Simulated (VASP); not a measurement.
**Mg: single point with RPBE**

Crystal: Mg.

```
CELL_PARAMETERS angstrom
0.00000 2.28585 2.28585
2.28585 0.00000 2.28585
2.28585 2.28585 0.00000
ATOMIC_POSITIONS crystal
Mg 0.00000 0.00000 0.00000
```

| Property | Result |
| --- | --- |
| Program | VASP 6.6.1 |
| Task | single point |
| Functional | RPBE |
| Potentials or basis | VASP PAW PBE potentials, release 64 (Mg) |
| Cutoff | 520 eV |
| k mesh | 13 × 13 × 13 |
| Occupations | fermi-dirac, width 0.1 eV |
| Spin | no spin polarisation |

```json
{
 "Pressure": "-0.2 GPa",
 "Band gap on the k mesh": "zero (band 1 reaches 3.31 eV, above the bottom of band 2 at 1.51 eV)"
}
```

Levels at points of the mesh, in eV from the Fermi level:
| k point | band 1 | band 2 | band 3 | band 4 | band 5 | band 6 |
| --- | --- | --- | --- | --- | --- | --- |
| (0.00, 0.00, 0.00) | -6.75 | 12.13 | 12.13 | 12.13 | 13.94 | 13.94 |

Run time: 11 s on 1 thread of Intel(R) Xeon(R) Platinum 8375C CPU @ 2.90GHz (Ice Lake), on a shared host, peak memory 0.14 GiB.

Caveat: the PAW data sets were made with another functional, which shifts forces and pressure a little.
